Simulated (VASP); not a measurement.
A run of VASP 6.6.1 is set up as follows.

INCAR

```
  PREC = Accurate
  ENCUT = 600
  EDIFF = 1E-6
  ISMEAR = 0
  SIGMA = 0.1
  LREAL = F
  LASPH = T
  NELM = 60
  ALGO = Normal
  ISIF = 3
  LWAVE = F
  LCHARG = F
  GGA = PE
  IBRION = 2
  NSW = 100
  EDIFFG = -0.01
```

The input KPOINTS:

```
Automatic mesh
0
Gamma
  12 12 6
```

File POSCAR:

```
MgCdSe
1.0
    5.0525177746      0.0000000000      0.0000000000
   -2.5262588873      4.3756087459      0.0000000000
    0.0000000000      0.0000000000      6.2000481992
Mg Cd Se
2 2 2
Direct
    0.0000000000      0.0000000000      0.0000000000
    0.0000000000      0.0000000000      0.5000000000
    0.6666666667      0.3333333333      0.7500000000
    0.3333333333      0.6666666667      0.2500000000
    0.6666666667      0.3333333333      0.2500000000
    0.3333333333      0.6666666667      0.7500000000
```

Potentials or basis: VASP PAW PBE potentials, release 64 (Mg, Cd, Se).

Command:

```console
$ cat potpaw_PBE.64/Mg/POTCAR potpaw_PBE.64/Cd/POTCAR potpaw_PBE.64/Se/POTCAR > POTCAR
$ mpirun -np 1 vasp_std > vasp.out
```

(1) What does it give for the relaxed cell?

(2) Estimate the space group after relaxing (to 0.1 Å).

(3) What does it give for the relaxed volume?

(4) Estimate the band gap on the k mesh.

Answers

(1) a = 5.079 Å, b = 5.079 Å, c = 6.146 Å, α = 90.00°, β = 90.00°, γ = 120.00°.

(2) P6_3/mmc (No. 194).

(3) 22.88 Å³/atom.

(4) zero (bands 20 and 21 overlap by 1.14 eV).
